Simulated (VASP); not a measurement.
Set up this calculation in VASP 6.6.1, as the native input.

| Quantity | Value |
| --- | --- |
| Task | single point |
| Functional | PBEsol |
| Potentials or basis | VASP PAW PBE potentials, release 64 (Ti_sv) |
| Cutoff | 520 eV |
| k mesh | 8 × 8 × 11 |
| Occupations | fermi-dirac, width 0.1 eV |
| Spin | no spin polarisation |
| Dipole correction | no |
| Further INCAR settings | ALGO = Normal; EDIFF = 1e-07; NBANDS = 25 |

The structure of Ti lies in POSCAR:

```
Ti
1.0
    4.6000000000      0.0000000000      0.0000000000
   -2.3000000000      3.9837168574      0.0000000000
    0.0000000000      0.0000000000      2.8200000000
Ti
3
Direct
    0.0000000000      0.0000000000      0.0000000000
    0.3333330000      0.6666670000      0.5000000000
    0.6666670000      0.3333330000      0.5000000000
```

One way to write it, as run:

INCAR

```
SYSTEM = Ti
PREC     = Accurate       ! precision mode
ENCUT    = 520            ! plane-wave cutoff, eV
EDIFF    = 1E-7           ! SCF threshold, eV
ISMEAR   = -1             ! smearing method
SIGMA    = 0.1            ! smearing width, eV
LREAL    = .False.        ! projectors in reciprocal space
LASPH    = .True.         ! aspherical terms in the spheres
NELM     = 60             ! most SCF steps
ALGO     = Normal         ! electronic algorithm
ISIF     = 2              ! what is computed and relaxed
LWAVE    = .False.        ! write WAVECAR
LCHARG   = .True.         ! write CHGCAR
GGA      = PS             ! functional
LELF     = .True.         ! ELF
LVHAR    = .True.       
NBANDS   = 25             ! bands
```

KPOINTS

```
Automatic mesh
0
Gamma
  8 8 11
  0 0 0
```

Potentials or basis: VASP PAW PBE potentials, release 64 (Ti_sv).

Command:

```console
$ cat potpaw_PBE.64/Ti_sv/POTCAR > POTCAR
$ mpirun -np 1 vasp_std > vasp.out
```

It gave:

- Pressure: -5.0 GPa
- Band gap on the k mesh: zero (band 18 reaches 8.36 eV, above the bottom of band 19 at 8.09 eV)

Caveat: the PAW data sets were made with another functional, which shifts forces and pressure a little.

Run time: 54 s on 1 thread of AMD EPYC 9R45 (Zen 5) (shared host), peak memory 0.17 GiB.
